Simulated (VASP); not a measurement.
Input of a VASP 6.6.1 run:

Contents of INCAR:

```
SYSTEM = Ge
  ALGO = Normal
  DIPOL = 0.5 0.5 0.500
  EDIFF = 1E-6
  ENCUT = 410
  GGA = PS
  GGA_COMPAT = .FALSE.
  IDIPOL = 3
  ISIF = 2
  ISMEAR = 0
  LASPH = .TRUE.
  LCHARG = .FALSE.
  LDIPOL = .TRUE.
  LREAL = .FALSE.
  LWAVE = .FALSE.
  NBANDS = 21
  NELM = 120
  NELMDL = -8
  PREC = Accurate
  SIGMA = 0.03
```

KPOINTS

```
k-points
0
G
  12 12 1
  0 0 0
```

The input POSCAR:

```
Ge
1.0
    4.0300000000      0.0000000000      0.0000000000
   -2.0150000000      3.4900823773      0.0000000000
    0.0000000000      0.0000000000     14.6800000000
Ge
2
Direct
    0.3333330000      0.6666670000      0.4768392371
    0.6666670000      0.3333330000      0.5231607629
```

Potentials or basis: VASP PAW PBE potentials, release 64 (Ge_d).

Launch:

```bash
$ cat potpaw_PBE.64/Ge_d/POTCAR > POTCAR
$ mpirun -np 1 vasp_std > vasp.out
```

Question: Estimate the band gap on the k mesh.

Answer: Zero (filled and empty bands touch).

Question: What does it give for the largest force?

Answer: 0.143 eV/Å.

Forces in eV/Å, atoms in the order of the input:
```
Ge   0.000  0.000  0.143
Ge   0.000  0.000 -0.143
```

Caveat: the PAW data sets were made with another functional, which shifts forces and pressure a little.
